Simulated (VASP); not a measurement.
# BaTiO3 (Amm2) in VASP: notebook

BaTiO3 is run at these levels: r2SCAN; tasks: single point.

Everything below comes from runs of VASP 6.6.1. Logs are shortened: lines on timing, memory, paths and dates and some standing lists are left out, and cuts for length are marked.

## (1) The cell of the first run

The structure is orthorhombic, space group Amm2 (No. 38). Conventional cell: a = 3.963 Å, b = 5.716 Å, c = 5.748 Å, α = 90.00°, β = 90.00°, γ = 90.00°. Ba (site symmetry mm2) has 12 O at 2.77 to 2.98 Å and 8 Ti at 3.42 to 3.57 Å within 3.7 Å. Within 2.5 Å of Ti (site symmetry mm2) lie 6 O at 1.85 to 2.21 Å. O (site symmetry m) has 2 Ti at 1.85 to 2.21 Å within 2.5 Å. O (site symmetry mm2) has 2 Ti at 1.99 Å within 2.6 Å.

## (2) Single point, r2SCAN

Contents of POSCAR:

```
BaTiO3
1.0
    3.9631984557      0.0000000000      0.0000000000
    0.0000000000      2.8578841634      2.8741958914
    0.0000000000     -2.8578841634      2.8741958914
Ba Ti O
1 1 3
Direct
    0.0000000000      0.0049647928      0.0049647928
    0.5000000000      0.5205652015      0.5205652015
    0.5000000000      0.9767600020      0.4907771772
    0.5000000000      0.4907771772      0.9767600020
    0.0000000000      0.4868328265      0.4868328265
```

Contents of INCAR.step1:

```
  PREC = Accurate
  ENCUT = 520
  ISMEAR = -1
  SIGMA = 0.02
  LREAL = False
  LASPH = True
  NELM = 80
  NBANDS = 28
  GGA = PE
  ALGO = Normal
  EDIFF = 1E-4
  LWAVE = True
  LCHARG = False
```

Contents of INCAR.step2:

```
  PREC = Accurate
  ENCUT = 520
  EDIFF = 1E-6
  ISMEAR = -1
  SIGMA = 0.02
  LREAL = False
  LASPH = True
  NELM = 80
  ALGO = Normal
  ISIF = 2
  LWAVE = False
  LCHARG = False
  METAGGA = R2SCAN
  LMIXTAU = True
  NBANDS = 28
  ISTART = 1
```

Contents of KPOINTS:

```
regular mesh
0
Gamma
  6 6 6
```

Potentials or basis: VASP PAW PBE potentials, release 64 (Ba_sv, Ti_sv, O).

Run with:

```console
$ cat potpaw_PBE.64/Ba_sv/POTCAR potpaw_PBE.64/Ti_sv/POTCAR potpaw_PBE.64/O/POTCAR > POTCAR
$ cp INCAR.step1 INCAR
$ mpirun -np 1 vasp_std > vasp.out
$ cp INCAR.step2 INCAR
$ mpirun -np 1 vasp_std > vasp.out
```

OUTCAR:

```text
PREC = Accurate
   ENCUT = 520
   EDIFF = 1E-6
   ISMEAR = -1
   LREAL = False
   LASPH = True
   NELM = 80
   ISIF = 2
   METAGGA = R2SCAN
   ISTART = 1

 ion  position               nearest neighbor table
   1  0.000  0.005  0.005-   5 2.77   4 2.80   3 2.80   3 2.80   4 2.80   5 2.86   5 2.86   4 2.88
                             3 2.88   3 2.88   4 2.88   5 2.98   2 3.42   2 3.42   2 3.48   2 3.48
   2  0.500  0.521  0.521-   3 1.85   4 1.85   5 1.99   5 1.99   3 2.21   4 2.21   1 3.42   1 3.42
                             1 3.48   1 3.48   1 3.48   1 3.48   1 3.57   1 3.57
   3  0.500  0.977  0.491-   2 1.85   2 2.21   1 2.80   1 2.80   1 2.88   1 2.88
   4  0.500  0.491  0.977-   2 1.85   2 2.21   1 2.80   1 2.80   1 2.88   1 2.88
   5  0.000  0.487  0.487-   2 1.99   2 1.99   1 2.77   1 2.86   1 2.86   1 2.98

  LATTYP: Found a base centered orthorhombic cell.
 ALAT       =     5.7157683268
 B/A-ratio  =     1.0057076239
 C/A-ratio  =     0.6933798274

  Lattice vectors:

 A1 = (   0.0000000000,   2.8578841634,  -2.8741958914)
 A2 = (   0.0000000000,   2.8578841634,   2.8741958914)
 A3 = (   3.9631984557,   0.0000000000,   0.0000000000)

Analysis of symmetry for initial positions (statically):
=====================================================================
 Subroutine PRICEL returns:
 Original cell was already a primitive cell.

 Routine SETGRP: Setting up the symmetry group for a
 base centered orthorhombic supercell.

 Subroutine GETGRP returns: Found  4 space group operations
 (whereof  4 operations were pure point group operations)
 out of a pool of  8 trial point group operations.

The static configuration has the point symmetry C_2v.

Analysis of symmetry for dynamics (positions and initial velocities):
=====================================================================
 Subroutine PRICEL returns:
 Original cell was already a primitive cell.

 Routine SETGRP: Setting up the symmetry group for a
 base centered orthorhombic supercell.

 Subroutine GETGRP returns: Found  4 space group operations
 (whereof  4 operations were pure point group operations)
 out of a pool of  8 trial point group operations.

The dynamic configuration has the point symmetry C_2v.

 Subroutine INISYM returns: Found  4 space group operations
 (whereof  4 operations are pure point group operations),
 and found     1 'primitive' translations

----------------------------------------------------------------------------------------

                                     Primitive cell

  volume of cell :      65.1084

  direct lattice vectors                    reciprocal lattice vectors
     3.963198456  0.000000000  0.000000000     0.252321455  0.000000000  0.000000000
     0.000000000  2.857884163  2.874195891     0.000000000  0.174954607  0.173961699
     0.000000000 -2.857884163  2.874195891     0.000000000 -0.174954607  0.173961699

  length of vectors
     3.963198456  4.053209088  4.053209088     0.252321455  0.246722085  0.246722085

  position of ions in fractional coordinates (direct lattice)
     0.000000000  0.004964793  0.004964793
     0.500000000  0.520565201  0.520565201
     0.500000000  0.976760002  0.490777177
     0.500000000  0.490777177  0.976760002
     0.000000000  0.486832826  0.486832826

  ion indices of the primitive-cell ions
   primitive index   ion index
                 1           1
                 2           2
                 3           3
                 4           4
                 5           5

----------------------------------------------------------------------------------------

 KPOINTS: regular mesh

Automatic generation of k-mesh.
 Grid dimensions read from file:
 generate k-points for:    6    6    6

 Generating k-lattice:

  Cartesian coordinates                     Fractional coordinates (reciprocal lattice)
     0.042053576  0.000000000  0.000000000     0.166666667  0.000000000  0.000000000
     0.000000000  0.029159101  0.028993616     0.000000000  0.166666667  0.000000000
     0.000000000 -0.029159101  0.028993616     0.000000000  0.000000000  0.166666667

  Length of vectors
     0.042053576  0.041120347  0.041120347

  Shift w.r.t. Gamma in fractional coordinates (k-lattice)
     0.000000000  0.000000000  0.000000000

 Subroutine IBZKPT returns following result:
 ===========================================

 Found     52 irreducible k-points:

 Following reciprocal coordinates:
            Coordinates               Weight
  0.000000  0.000000  0.000000      1.000000
  0.166667  0.000000  0.000000      2.000000
  0.333333  0.000000  0.000000      2.000000
  0.500000  0.000000  0.000000      1.000000
  0.000000  0.166667  0.000000      4.000000
  0.166667  0.166667  0.000000      8.000000
[... 16 lines left out ...]
  0.333333  0.333333  0.166667      8.000000
  0.500000  0.333333  0.166667      4.000000
 [... further k-points ...]
   k-points           NKPTS =     52   k-points in BZ     NKDIM =     52   number of bands    NBANDS=     28
   number of dos      NEDOS =    301   number of ions     NIONS =      5
   total plane-waves  NPLWV =  27000
   dimension x,y,z NGX =    30 NGY =   30 NGZ =   30
   dimension x,y,z NGXF=    60 NGYF=   60 NGZF=   60
   ions per type =               1   1   3
   NGX,Y,Z   is equivalent  to a cutoff of  12.58, 12.30, 12.30 a.u.
   NGXF,Y,Z  is equivalent  to a cutoff of  25.17, 24.61, 24.61 a.u.
 SYSTEM =  unknown system
   PREC   = accura    normal or accurate (medium, high low for compatibility)
   ISTART =      1    job   : 0-new  1-cont  2-samecut
   ICHARG =      0    charge: 1-file 2-atom 10-const
   ISPIN  =      1    spin polarized calculation?
   LNONCOLLINEAR =      F non collinear calculations
   LSORBIT =      F    spin-orbit coupling
   LASPH  =      T    aspherical Exc in radial PAW
   ENCUT  =  520.0 eV  38.22 Ry    6.18 a.u.   7.37  7.54  7.54*2*pi/ulx,y,z
   NELM   =     80;   NELMIN=  2; NELMDL=  0     # of ELM steps
   EDIFF  = 0.1E-05   stopping-criterion for ELM
   LREAL  =      F    real-space projection
   EDIFFG = 0.1E-04   stopping-criterion for IOM
   NSW    =      0    number of steps for IOM
   IBRION =     -1    ionic relax: 0-MD 1-quasi-New 2-CG
   NFREE  =      0    steps in history (QN), initial steepest desc. (CG)
   ISIF   =      2    stress and relaxation
   ISYM   =      2    0-nonsym 1-usesym 2-fastsym
   POTIM  = 0.5000    time-step for ionic-motion
   TEBEG  =    0.0;   TEEND  =   0.0 temperature during run
   PSTRESS=    0.0 pullay stress
   NELECT =      40.0000    total number of electrons
   NUPDOWN=      -1.0000    fix difference up-down
   EMIN   =  10.00;   EMAX   =-10.00  energy-range for DOS
   EFERMI =   0.00;   METHOD = LEGACY
   ISMEAR =    -1;   SIGMA  =   0.02  broadening in eV -4-tet -1-fermi 0-gaus
   EFERMI_NEDOS =   21; number of points for ismear=-14 and -15
   IALGO  =     38    algorithm
   IMIX   =      4    mixing-type and parameters
     AMIX     =   0.40;   BMIX     =  1.00
     AMIX_MAG =   1.60;   BMIX_MAG =  1.00
  volume/ion in A,a.u.               =      13.02        87.87
  Fermi-wavevector in a.u.,A,eV,Ry     =   1.391712  2.629953 26.352594  1.936861
  Thomas-Fermi vector in A             =   2.515524
   LORBIT       =      0    0 simple, 1 ext, 2 COOP (PROOUT), +10 PAW based schemes
   METAGGA = R2SCAN    functional components
   LHFCALC =     F    Hartree Fock is set to
   AEXX    =    0.0000 exact exchange contribution
   IVDW    =     0    specifies the selected vdW correction
   LEPSILON=     F    determine dielectric tensor
   LRPA    =     F    only Hartree local field effects (RPA)
 non-spin polarized calculation
  energy-cutoff  :      520.00
  volume of cell :       65.11
 maximum number of plane-waves:      1781
 NGX is ok and might be reduce to    30
   NGX = 15   NGY = 15   NGZ = 15

 number of electron      40.0000000 magnetization

 Free energy of the ion-electron system (eV)
  ---------------------------------------------------
  ext. energy  EPLUGINS =         0.00000000
  ---------------------------------------------------
  free energy    TOTEN  =       -74.26631562 eV

  energy without entropy =      -74.26631562  energy(sigma->0) =      -74.26631562

 E-fermi :   3.9531     XC(G=0): -11.8105

 val. band max:        3.4088767325   @ k =   0.5000   0.5000   0.5000
 cond. band min:       6.0504903737   @ k =   0.0000   0.0000   0.0000
 fundamental gap:      2.6416136412
 Fermi energy:         3.9530920486

 k-point     1 :       0.0000    0.0000    0.0000
  band No.  band energies     occupation
      1     -55.1793      2.00000
      2     -30.4041      2.00000
      3     -30.4013      2.00000
      4     -30.3318      2.00000
      5     -22.1487      2.00000
      6     -14.4106      2.00000
[... 20 lines left out ...]
     27       9.1022      0.00000
     28      11.4611      0.00000

 k-point     2 :       0.1667    0.0000    0.0000
  band No.  band energies     occupation
      1     -55.1789      2.00000
      2     -30.4036      2.00000
      3     -30.4007      2.00000
      4     -30.3482      2.00000
      5     -22.1166      2.00000
      6     -14.4276      2.00000
[... 20 lines left out ...]
     27       9.6071      0.00000
     28      12.1213      0.00000

 k-point     3 :       0.3333    0.0000    0.0000
  band No.  band energies     occupation
      1     -55.1783      2.00000
      2     -30.4024      2.00000
      3     -30.3995      2.00000
      4     -30.3806      2.00000
      5     -22.0508      2.00000
      6     -14.5438      2.00000
[... 20 lines left out ...]
     27      10.7633      0.00000
     28      12.2677      0.00000

 k-point     4 :       0.5000    0.0000    0.0000
  band No.  band energies     occupation
      1     -55.1780      2.00000
      2     -30.4019      2.00000
      3     -30.3988      2.00000
      4     -30.3968      2.00000
      5     -22.0172      2.00000
      6     -14.6232      2.00000
[... 578 lines left out ...]
     27      11.4545      0.00000
     28      12.4999      0.00000

 k-point    23 :       0.3333    0.3333    0.1667
  band No.  band energies     occupation
      1     -55.1774      2.00000
      2     -30.4376      2.00000
      3     -30.4118      2.00000
      4     -30.3780      2.00000
      5     -21.9752      2.00000
      6     -14.1893      2.00000
[... 20 lines left out ...]
     27      12.1972      0.00000
     28      12.3648      0.00000

 k-point    24 :       0.5000    0.3333    0.1667
  band No.  band energies     occupation
      1     -55.1770      2.00000
      2     -30.4367      2.00000
      3     -30.4112      2.00000
      4     -30.3939      2.00000
      5     -21.9513      2.00000
      6     -14.1485      2.00000
[... 20 lines left out ...]
     27      12.1635      0.00000
     28      12.5804      0.00000

 [... further k-points ...]
[... 5 lines left out ...]
  --------------------------------------------------------------------------------------
  -------------------------------------------------------------------------------------
  Total        0.7534560      0.8239201      0.7679309      0.0000000      0.0000000      0.0000000
  in kB       18.5409360     20.2749083     18.8971325      0.0000000      0.0000000      0.0000000
  external PRESSURE =      19.2376589 kB  Pullay stress =       0.0000000 kB

 VOLUME and BASIS-vectors are now :
 -----------------------------------------------------------------------------
  energy-cutoff  :      520.00
  volume of cell :       65.11
      direct lattice vectors                 reciprocal lattice vectors
     3.963198456  0.000000000  0.000000000     0.252321455  0.000000000  0.000000000
     0.000000000  2.857884163  2.874195891     0.000000000  0.174954607  0.173961699
     0.000000000 -2.857884163  2.874195891     0.000000000 -0.174954607  0.173961699

 POSITION                                       TOTAL-FORCE (eV/Angst)
 -----------------------------------------------------------------------------------
      0.00000      0.00000      0.02854         0.000000      0.000000     -0.029609
      1.98160      0.00000      2.99241         0.000000      0.000000     -0.173613
      1.98160      1.38888      4.21799         0.000000      0.082380      0.091283
      1.98160     -1.38888      4.21799         0.000000     -0.082380      0.091283
      0.00000      0.00000      2.79851         0.000000      0.000000      0.020656
 -----------------------------------------------------------------------------------
    total drift:                                0.000000     -0.000001      0.009586

  FREE ENERGIE OF THE ION-ELECTRON SYSTEM (eV)
  ---------------------------------------------------
  free  energy   TOTEN  =       -74.2663156215 eV

  energy  without entropy=      -74.2663156215  energy(sigma->0) =      -74.26631562
```

It took 3.3 min on 1 thread of Intel Xeon Platinum 8488C (Sapphire Rapids), shared host; peak memory 0.24 GiB.

Results:

| Quantity | Value |
| --- | --- |
| Free energy | -74.2663 eV |
| Pressure | 1.9 GPa |
| Largest force | 0.174 eV/Å |
| Band gap on the k mesh | 2.64 eV, indirect (least direct gap 3.12 eV) |

Forces on the atoms (eV/Å):
```
Ba   0.000  0.000 -0.030
Ti   0.000  0.000 -0.174
O    0.000  0.082  0.091
O    0.000 -0.082  0.091
O    0.000  0.000  0.021
```

Levels at points of the mesh, in eV from the valence-band top:
| k point | band 17 | band 18 | band 19 | band 20 | band 21 | band 22 | band 23 | band 24 |
| --- | --- | --- | --- | --- | --- | --- | --- | --- |
| (0.00, 0.00, 0.00) | -1.16 | -0.58 | -0.55 | -0.47 | 2.64 | 2.86 | 2.93 | 4.69 |
| (0.50, 0.00, 0.00) | -1.68 | -1.54 | -1.25 | -1.14 | 3.03 | 4.05 | 4.26 | 4.68 |
| (0.00, 0.50, 0.00) | -1.85 | -1.69 | -1.00 | -0.83 | 2.86 | 4.12 | 4.13 | 4.68 |
| (0.50, 0.50, 0.00) | -1.77 | -0.98 | -0.94 | -0.08 | 4.16 | 4.18 | 4.54 | 5.18 |
| (0.00, 0.50, 0.50) | -1.67 | -0.96 | -0.88 | -0.29 | 4.11 | 4.17 | 4.44 | 5.49 |
| (0.50, 0.50, 0.50) | -2.42 | -0.21 | -0.03 | 0.00 | 4.64 | 4.68 | 4.82 | 7.03 |

Caveat: the PAW data sets were made with another functional, which shifts forces and pressure a little; spin-orbit coupling is left out, which moves the levels of the heavy elements. r2SCAN opens gaps a little over a GGA but as a rule still falls short of measured ones.

(Continued in part 2 of 2.)
